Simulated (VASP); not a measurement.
A run of VASP 6.6.1 is set up as follows.

Contents of INCAR:

```
PREC     = Accurate       # precision mode
ENCUT    = 520            # plane-wave cutoff, eV
EDIFF    = 1E-6           # SCF threshold, eV
ISMEAR   = -1             # smearing method
SIGMA    = 0.1            # smearing width, eV
LREAL    = False          # projectors in reciprocal space
LASPH    = True           # aspherical terms in the spheres
NELM     = 60             # most SCF steps
ALGO     = Normal         # electronic algorithm
ISIF     = 2              # what is computed and relaxed
LWAVE    = False          # write WAVECAR
LCHARG   = False          # write CHGCAR
GGA      = PS             # functional
NBANDS   = 12             # bands
```

Contents of KPOINTS:

```
regular mesh
0
Gamma
  22 22 22
```

POSCAR

```
Ti
1.0
   -1.1916016226      1.1916016226      1.1916016226
    1.1916016226     -1.1916016226      1.1916016226
    1.1916016226      1.1916016226     -1.1916016226
Ti
1
Direct
    0.0000000000      0.0000000000      0.0000000000
```

Potentials or basis: VASP PAW PBE potentials, release 64 (Ti_sv).

Launch:

```console
$ cat potpaw_PBE.64/Ti_sv/POTCAR > POTCAR
$ mpirun -np 1 vasp_std > vasp.out
```

Q: What does it give for the pressure?

A: 396.5 GPa.

Q: Predict the band gap on the k mesh.

A: Zero (bands 6 and 7 overlap by 2.48 eV).

Caveat: atoms lie so close that the PAW spheres overlap strongly, which falsifies energies and pressures; the cell stands under pressure; the PAW data sets were made with another functional, which shifts forces and pressure a little.
